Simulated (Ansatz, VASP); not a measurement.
Two plane-wave programs on InP

```
CELL_PARAMETERS angstrom
0.00000 2.93050 2.93050
2.93050 0.00000 2.93050
2.93050 2.93050 0.00000
ATOMIC_POSITIONS crystal
In 0.00000 0.00000 0.00000
P 0.25000 0.25000 0.25000
```

Alike in both runs: task single point; functional PBE; k mesh 6 × 6 × 6; non-collinear spin, spin-orbit coupling.

```csv
,VASP,Ansatz
version,VASP 6.6.1,Ansatz 0.2.0
potentials or method,"VASP PAW PBE potentials, release 64 (In_d, P)","plane waves, PAW"
plane-wave cutoff (eV),520,420
occupations,"gaussian, width 0.01 eV",fixed
valence electrons in the cell,18,18
```

```csv
,VASP,Ansatz,Ansatz less VASP
net moment per atom (μB),0.00,0.00,0.000
```
